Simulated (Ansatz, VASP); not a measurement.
# One calculation of Al, two programs

Contents of INCAR:

```
PREC = Accurate
ENCUT = 520
EDIFF = 1E-6
ISMEAR = -1
SIGMA = 0.05
LREAL = False
LASPH = True
NELM = 60
ALGO = Normal
ISIF = 2
LWAVE = False
LCHARG = False
GGA = CA
NBANDS = 10
```

KPOINTS

```
Automatic mesh
0
Gamma
  8 8 4
```

POSCAR

```
Al
1.0
    2.6516600000     -0.0386000000      0.0052600000
   -1.3592600000      2.4500800000     -0.0436700000
    0.0091000000     -0.0820100000      4.7255600000
Al
2
Direct
    0.6255000000      0.2880900000      0.7650500000
    0.4203985845      0.7314226301      0.2432435555
```

Input for Ansatz:

```yaml
crystal:
  lattice:
    - [2.65166, -0.0386, 0.00526]
    - [-1.35926, 2.45008, -0.04367]
    - [0.0091, -0.08201, 4.72556]
  atoms:
    - { symbol: Al, position: [0.6255, 0.28809, 0.76505] }
    - { symbol: Al, position: [0.42039858446605827, 0.7314226301371852, 0.24324355549475604] }
basis:
  ecutwfc: 540.0
  xc_grid: 2
kpoints:
  mp_grid:
    grid: [8, 8, 4]
hamiltonian:
  xc: lda
scf:
  convergence:
    dr2_threshold: 1.0e-09
  occupations:
    method: fermi_dirac
    width: 0.05
output:
  forces: true
  stress: true
```

Alike in both runs: task single point; functional LDA; k mesh 8 × 8 × 4; occupations fermi-dirac, width 0.05 eV; no spin polarisation.

|  | VASP | Ansatz |
| --- | --- | --- |
| version | VASP 6.6.1 | Ansatz 0.2.0 |
| potentials or method | VASP PAW LDA potentials, release 64 (Al), cutoff 520 eV | plane waves, PAW |
| valence electrons in the cell | 6 | 6 |

|  | VASP | Ansatz | Ansatz less VASP |
| --- | --- | --- | --- |
| pressure (GPa) | 5.6 | 5.5 | -0.12 |
| traceless stress, the component that is largest in VASP (GPa) | 2.71 | 2.72 | +0.014 |
| rms of the force components (eV/Å) | 0.340 | 0.338 | -0.0022 |

LDA's correlation is that of Perdew and Zunger in VASP and of Perdew and Wang (1992) in Ansatz. Atom by atom the forces differ by 0.002 eV/Å (rms over components). Ansatz's warnings: stress scf threshold loose.
